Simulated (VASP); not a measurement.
**ZnS (rocksalt type): single point with PBEsol**

The system is ZnS (rocksalt type).

```xyz
2
Lattice="0.0000 2.1622 2.1622 2.1622 0.0000 2.1622 2.1622 2.1622 0.0000" Properties=species:S:1:pos:R:3 pbc="T T T"
Zn    0.0000    0.0000    0.0000
S     2.1622    2.1622    2.1622
```

```yaml
Program: VASP 6.6.1
Task: single point
Functional: PBEsol
Potentials_or_basis: VASP PAW PBE potentials, release 64 (Zn, S)
Cutoff: 500 eV
k_mesh: 16 × 16 × 16
Occupations: fermi-dirac, width 0.05 eV
Spin: no spin polarisation
Dipole_correction: no
Further_INCAR_settings: ALGO = Normal; EDIFF = 1e-06; NBANDS = 16
```

```json
{
  "Pressure": "121.1 GPa",
  "Band gap on the k mesh": "zero (bands 9 and 10 overlap by 0.69 eV)"
}
```

Levels at points of the mesh, in eV from the Fermi level:
```tsv
k point	band 7	band 8	band 9	band 10	band 11	band 12
(0.00, 0.00, 0.00)	-1.53	-1.53	-1.53	6.59	8.35	8.35
(0.50, 0.00, 0.00)	-7.35	-0.04	-0.04	3.28	4.31	4.31
(0.50, 0.50, 0.00)	-6.72	-5.26	-5.26	-0.64	3.53	16.76
```

It took 50 s on 1 thread of Intel(R) Xeon(R) Platinum 8375C CPU @ 2.90GHz (Ice Lake), with other jobs on the host, peak memory 0.17 GiB.

Caveat: the cell stands under pressure; semilocal functionals underestimate gaps, so a narrow gap can read as zero; the PAW data sets were made with another functional, which shifts forces and pressure a little.
